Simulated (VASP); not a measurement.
# Si2Mo (P1) in VASP: single point with PBEsol

Aim: the single point of Si2Mo with PBEsol.

Program: VASP 6.6.1. These are calculated values, not measurements. Logs are shortened: lines on timing, memory, paths and dates and some standing lists are left out, and cuts for length are marked.

## 1. The cell of the first run

The typed cell holds 3 atoms: a = 4.515 Å, b = 4.515 Å, c = 4.515 Å, α = 138.62°, β = 138.62°, γ = 59.95°.

## 2. Single point, PBEsol (atom 1 moved 0.15 Å)

Input file INCAR:

```
  PREC = Accurate
  ENCUT = 520
  EDIFF = 1E-6
  ISMEAR = 0
  SIGMA = 0.15
  LREAL = False
  LASPH = True
  NELM = 80
  ALGO = Normal
  ISIF = 2
  LWAVE = False
  LCHARG = False
  GGA = PS
  NBANDS = 18
```

Input file KPOINTS:

```
Automatic mesh
0
Gamma
  14 14 14
```

Input file POSCAR:

```
Si2Mo
1.0
   -1.5950350863      1.5950350863      3.9106920024
    1.5950350863     -1.5950350863      3.9106920024
    1.5950350863      1.5950350863     -3.9106920024
Si Mo
2 1
Direct
    0.3331218808      0.3129316905     -0.0348022193
    0.6659092273      0.6760043225      0.0174011096
    0.0009688919      0.0110639871      0.0174011096
```

Potentials or basis: VASP PAW PBE potentials, release 64 (Si, Mo_sv).

Launch:

```sh
$ cat potpaw_PBE.64/Si/POTCAR potpaw_PBE.64/Mo_sv/POTCAR > POTCAR
$ mpirun -np 1 vasp_std > vasp.out
```

OUTCAR:

```text
PREC = Accurate
   ENCUT = 520
   EDIFF = 1E-6
   ISMEAR = 0
   LREAL = False
   LASPH = True
   NELM = 80
   ISIF = 2
   GGA = PS

 ion  position               nearest neighbor table
   1  0.333  0.313  0.965-   3 2.47   3 2.51   2 2.52   2 2.55   2 2.60   3 2.63   3 2.67   3 2.69
                             2 2.71   2 2.75
   2  0.666  0.676  0.017-   1 2.52   1 2.55   1 2.60   3 2.60   3 2.60   3 2.60   3 2.60   3 2.62
                             1 2.71   1 2.75
   3  0.001  0.011  0.017-   1 2.47   1 2.51   2 2.60   2 2.60   2 2.60   2 2.60   2 2.62   1 2.63
                             1 2.67   1 2.69

  LATTYP: Found a body centered tetragonal cell.
 ALAT       =     3.1900701726
 C/A-ratio  =     2.4517905819

  Lattice vectors:

 A1 = (  -1.5950350863,   1.5950350863,   3.9106920024)
 A2 = (   1.5950350863,  -1.5950350863,   3.9106920024)
 A3 = (   1.5950350863,   1.5950350863,  -3.9106920024)

Analysis of symmetry for initial positions (statically):
=====================================================================
 Subroutine PRICEL returns:
 Original cell was already a primitive cell.

 Routine SETGRP: Setting up the symmetry group for a
 body centered tetragonal supercell.

 Subroutine GETGRP returns: Found  1 space group operations
 (whereof  1 operations were pure point group operations)
 out of a pool of 16 trial point group operations.

The static configuration has the point symmetry C_1 .

Analysis of symmetry for dynamics (positions and initial velocities):
=====================================================================
 Subroutine PRICEL returns:
 Original cell was already a primitive cell.

 Routine SETGRP: Setting up the symmetry group for a
 body centered tetragonal supercell.

 Subroutine GETGRP returns: Found  1 space group operations
 (whereof  1 operations were pure point group operations)
 out of a pool of 16 trial point group operations.

The dynamic configuration has the point symmetry C_1 .

 Subroutine INISYM returns: Found  1 space group operations
 (whereof  1 operations are pure point group operations),
 and found     1 'primitive' translations

----------------------------------------------------------------------------------------

                                     Primitive cell

  volume of cell :      39.7973

  direct lattice vectors                    reciprocal lattice vectors
    -1.595035086  1.595035086  3.910692002     0.000000000  0.313472728  0.127854610
     1.595035086 -1.595035086  3.910692002     0.313472728  0.000000000  0.127854610
     1.595035086  1.595035086 -3.910692002     0.313472728  0.313472728  0.000000000

  length of vectors
     4.514619119  4.514619119  4.514619119     0.338543871  0.338543871  0.443317384

  position of ions in fractional coordinates (direct lattice)
     0.333121881  0.312931691  0.965197781
     0.665909227  0.676004322  0.017401110
     0.000968892  0.011063987  0.017401110

  ion indices of the primitive-cell ions
   primitive index   ion index
                 1           1
                 2           2
                 3           3

----------------------------------------------------------------------------------------

 KPOINTS: Automatic mesh

Automatic generation of k-mesh.
 Grid dimensions read from file:
 generate k-points for:   14   14   14

 Generating k-lattice:

  Cartesian coordinates                     Fractional coordinates (reciprocal lattice)
     0.000000000  0.022390909  0.009132472     0.071428571  0.000000000  0.000000000
     0.022390909  0.000000000  0.009132472     0.000000000  0.071428571  0.000000000
     0.022390909  0.022390909  0.000000000     0.000000000  0.000000000  0.071428571

  Length of vectors
     0.024181705  0.024181705  0.031665527

  Shift w.r.t. Gamma in fractional coordinates (k-lattice)
     0.000000000  0.000000000  0.000000000

 Subroutine IBZKPT returns following result:
 ===========================================

 Found   1376 irreducible k-points:

 Following reciprocal coordinates:
            Coordinates               Weight
  0.000000  0.000000  0.000000      1.000000
  0.071429  0.000000 -0.000000      2.000000
  0.000000  0.071429 -0.000000      2.000000
  0.000000  0.071429 -0.071429      2.000000
  0.071429  0.000000 -0.071429      2.000000
  0.142857  0.000000 -0.000000      2.000000
[... 16 lines left out ...]
  0.000000  0.428571 -0.000000      2.000000
  0.000000  0.428571 -0.428571      2.000000
 [... further k-points ...]
   k-points           NKPTS =   1376   k-points in BZ     NKDIM =   1376   number of bands    NBANDS=     18
   number of dos      NEDOS =    301   number of ions     NIONS =      3
   total plane-waves  NPLWV =  46656
   dimension x,y,z NGX =    36 NGY =   36 NGZ =   36
   dimension x,y,z NGXF=    72 NGYF=   72 NGZF=   72
   ions per type =               2   1
   NGX,Y,Z   is equivalent  to a cutoff of  13.26, 13.26, 13.26 a.u.
   NGXF,Y,Z  is equivalent  to a cutoff of  26.51, 26.51, 26.51 a.u.
 SYSTEM =  unknown system
   PREC   = accura    normal or accurate (medium, high low for compatibility)
   ISTART =      0    job   : 0-new  1-cont  2-samecut
   ICHARG =      2    charge: 1-file 2-atom 10-const
   ISPIN  =      1    spin polarized calculation?
   LNONCOLLINEAR =      F non collinear calculations
   LSORBIT =      F    spin-orbit coupling
   LASPH  =      T    aspherical Exc in radial PAW
   ENCUT  =  520.0 eV  38.22 Ry    6.18 a.u.   8.39  8.39  8.39*2*pi/ulx,y,z
   NELM   =     80;   NELMIN=  2; NELMDL= -5     # of ELM steps
   EDIFF  = 0.1E-05   stopping-criterion for ELM
   LREAL  =      F    real-space projection
   EDIFFG = 0.1E-04   stopping-criterion for IOM
   NSW    =      0    number of steps for IOM
   IBRION =     -1    ionic relax: 0-MD 1-quasi-New 2-CG
   NFREE  =      0    steps in history (QN), initial steepest desc. (CG)
   ISIF   =      2    stress and relaxation
   ISYM   =      2    0-nonsym 1-usesym 2-fastsym
   POTIM  = 0.5000    time-step for ionic-motion
   TEBEG  =    0.0;   TEEND  =   0.0 temperature during run
   PSTRESS=    0.0 pullay stress
   NELECT =      22.0000    total number of electrons
   NUPDOWN=      -1.0000    fix difference up-down
   EMIN   =  10.00;   EMAX   =-10.00  energy-range for DOS
   EFERMI =   0.00;   METHOD = LEGACY
   ISMEAR =     0;   SIGMA  =   0.15  broadening in eV -4-tet -1-fermi 0-gaus
   EFERMI_NEDOS =   21; number of points for ismear=-14 and -15
   IALGO  =     38    algorithm
   IMIX   =      4    mixing-type and parameters
     AMIX     =   0.40;   BMIX     =  1.00
     AMIX_MAG =   1.60;   BMIX_MAG =  1.00
  volume/ion in A,a.u.               =      13.27        89.52
  Fermi-wavevector in a.u.,A,eV,Ry     =   1.343583  2.539003 24.561429  1.805214
  Thomas-Fermi vector in A             =   2.471645
   LORBIT       =      0    0 simple, 1 ext, 2 COOP (PROOUT), +10 PAW based schemes
   GGA     = PS    functional components
   LHFCALC =     F    Hartree Fock is set to
   AEXX    =    0.0000 exact exchange contribution
   IVDW    =     0    specifies the selected vdW correction
   LEPSILON=     F    determine dielectric tensor
   LRPA    =     F    only Hartree local field effects (RPA)
 non-spin polarized calculation
 Gauss-broadening in eV      SIGMA  =   0.15
  energy-cutoff  :      520.00
  volume of cell :       39.80
 maximum number of plane-waves:      1104
 NGX is ok and might be reduce to    36
   NGX = 17   NGY = 17   NGZ = 17

 number of electron      22.0000000 magnetization

 Free energy of the ion-electron system (eV)
  ---------------------------------------------------
  ext. energy  EPLUGINS =         0.00000000
  ---------------------------------------------------
  free energy    TOTEN  =       -24.97228543 eV

  energy without entropy =      -24.96956218  energy(sigma->0) =      -24.97092380

 E-fermi :  12.3218     XC(G=0): -12.5552

 val. band max:       12.3217505857   @ k =  -0.3571  -0.4286   0.3571
 cond. band min:      12.3226027721   @ k =   0.5000  -0.4286  -0.4286
 fundamental gap:      0.0008521864
 Fermi energy:        12.3218378214

 k-point     1 :       0.0000    0.0000    0.0000
  band No.  band energies     occupation
      1     -48.2642      2.00000
      2     -22.4618      2.00000
      3     -22.3933      2.00000
      4     -22.3642      2.00000
      5      -1.1310      2.00000
      6       5.7384      2.00000
[... 10 lines left out ...]
     17      17.6572      0.00000
     18      17.7761      0.00000

 k-point     2 :       0.0714    0.0000   -0.0000
  band No.  band energies     occupation
      1     -48.2632      2.00000
      2     -22.4610      2.00000
      3     -22.4067      2.00000
      4     -22.3632      2.00000
      5      -1.0363      2.00000
      6       5.7459      2.00000
[... 10 lines left out ...]
     17      17.8243      0.00000
     18      18.2576      0.00000

 k-point     3 :       0.0000    0.0714   -0.0000
  band No.  band energies     occupation
      1     -48.2632      2.00000
      2     -22.4642      2.00000
      3     -22.3928      2.00000
      4     -22.3739      2.00000
      5      -1.0372      2.00000
      6       5.7380      2.00000
[... 10 lines left out ...]
     17      17.6971      0.00000
     18      18.3817      0.00000

 k-point     4 :       0.0000    0.0714   -0.0714
  band No.  band energies     occupation
      1     -48.2632      2.00000
      2     -22.4613      2.00000
      3     -22.4065      2.00000
      4     -22.3631      2.00000
      5      -1.0359      2.00000
      6       5.7514      2.00000
[... 10 lines left out ...]
     17      17.8261      0.00000
     18      18.2267      0.00000

 k-point     5 :       0.0714    0.0000   -0.0714
  band No.  band energies     occupation
      1     -48.2632      2.00000
      2     -22.4648      2.00000
      3     -22.3928      2.00000
      4     -22.3733      2.00000
      5      -1.0358      2.00000
      6       5.7578      2.00000
[... 10 lines left out ...]
     17      17.7030      0.00000
     18      18.2705      0.00000

 k-point     6 :       0.1429    0.0000   -0.0000
  band No.  band energies     occupation
      1     -48.2604      2.00000
      2     -22.4620      2.00000
      3     -22.4412      2.00000
      4     -22.3599      2.00000
      5      -0.7562      2.00000
      6       5.7386      2.00000
[... 10 lines left out ...]
     17      18.1315      0.00000
     18      19.4294      0.00000

 k-point     7 :       0.0000    0.1429   -0.0000
  band No.  band energies     occupation
      1     -48.2604      2.00000
      2     -22.4768      2.00000
      3     -22.4009      2.00000
      4     -22.3851      2.00000
      5      -0.7597      2.00000
      6       5.7069      2.00000
[... 10 lines left out ...]
     17      17.9663      0.00000
     18      19.5386      0.00000

 k-point     8 :       0.0000    0.1429   -0.1429
  band No.  band energies     occupation
      1     -48.2604      2.00000
      2     -22.4640      2.00000
      3     -22.4394      2.00000
      4     -22.3598      2.00000
      5      -0.7546      2.00000
      6       5.7619      2.00000
[... 10 lines left out ...]
     17      18.1514      0.00000
     18      19.3878      0.00000
[... 229 lines left out ...]
     17      19.2272      0.00000
     18      21.3325      0.00000

 k-point    20 :       0.0000    0.3571   -0.3571
  band No.  band energies     occupation
      1     -48.2479      2.00000
      2     -22.6201      2.00000
      3     -22.4404      2.00000
      4     -22.3445      2.00000
      5       1.0620      2.00000
      6       4.5723      2.00000
[... 10 lines left out ...]
     17      19.5591      0.00000
     18      21.2433      0.00000

 k-point    21 :       0.3571    0.0000   -0.3571
  band No.  band energies     occupation
      1     -48.2480      2.00000
      2     -22.6204      2.00000
      3     -22.4134      2.00000
      4     -22.3707      2.00000
      5       1.0664      2.00000
      6       4.6878      2.00000
[... 10 lines left out ...]
     17      19.6111      0.00000
     18      21.1140      0.00000

 k-point    22 :       0.4286    0.0000   -0.0000
  band No.  band energies     occupation
      1     -48.2452      2.00000
      2     -22.6563      2.00000
      3     -22.4381      2.00000
      4     -22.3411      2.00000
      5       1.8888      2.00000
      6       3.6834      2.00000
[... 10 lines left out ...]
     17      19.0249      0.00000
     18      20.2910      0.00000

 k-point    23 :       0.0000    0.4286   -0.0000
  band No.  band energies     occupation
      1     -48.2453      2.00000
      2     -22.6522      2.00000
      3     -22.4145      2.00000
      4     -22.3671      2.00000
      5       1.8360      2.00000
      6       3.6646      2.00000
[... 10 lines left out ...]
     17      18.8058      0.00000
     18      20.1313      0.00000

 k-point    24 :       0.0000    0.4286   -0.4286
  band No.  band energies     occupation
      1     -48.2452      2.00000
      2     -22.6575      2.00000
      3     -22.4373      2.00000
      4     -22.3410      2.00000
      5       1.9081      2.00000
      6       3.7308      2.00000
[... 10 lines left out ...]
     17      19.1490      0.00000
     18      20.3026      0.00000

 [... further k-points ...]

------------------------ aborting loop because EDIFF is reached ----------------------------------------

  FORCE on cell =-STRESS in cart. coord.  units (eV):
  Direction    XX          YY          ZZ          XY          YZ          ZX
  --------------------------------------------------------------------------------------
  -------------------------------------------------------------------------------------
  Total        0.4247237      0.6343601      0.6440156      0.1775415     -0.1146241     -0.3929281
  in kB       17.0986951     25.5383218     25.9270376      7.1475384     -4.6145841    -15.8186576
  external PRESSURE =      22.8546848 kB  Pullay stress =       0.0000000 kB

 VOLUME and BASIS-vectors are now :
 -----------------------------------------------------------------------------
  energy-cutoff  :      520.00
  volume of cell :       39.80
      direct lattice vectors                 reciprocal lattice vectors
    -1.595035086  1.595035086  3.910692002     0.000000000  0.313472728  0.127854610
     1.595035086 -1.595035086  3.910692002     0.313472728  0.000000000  0.127854610
     1.595035086  1.595035086 -3.910692002     0.313472728  0.313472728  0.000000000

 POSITION                                       TOTAL-FORCE (eV/Angst)
 -----------------------------------------------------------------------------------
      1.50732      1.57173     -1.24807         1.158932      0.328830     -0.920257
      0.04386      0.01165      5.17976        -0.366381     -0.102868      0.354353
      0.04386      0.01165     -0.02099        -0.792551     -0.225962      0.565904
 -----------------------------------------------------------------------------------
    total drift:                               -0.000052     -0.000035      0.000033

  FREE ENERGIE OF THE ION-ELECTRON SYSTEM (eV)
  ---------------------------------------------------
  free  energy   TOTEN  =       -24.9722854324 eV

  energy  without entropy=      -24.9695621754  energy(sigma->0) =      -24.97092380
```

It took 35 min on 1 thread of Intel Xeon 8259CL, shared host; peak memory 0.94 GiB.

Results:

```yaml
Free_energy: -24.9723 eV
Pressure: 2.3 GPa
Largest_force: 1.516 eV/Å
Band_gap_on_the_k_mesh: zero (bands 11 and 12 overlap by 0.63 eV)
```

Forces on the atoms (eV/Å):
```
Si   1.159  0.329 -0.920
Si  -0.366 -0.103  0.354
Mo  -0.793 -0.226  0.566
```

Caveat: the cell differs from its parent crystal (atom 1 moved 0.15 Å); the PAW data sets were made with another functional, which shifts forces and pressure a little.
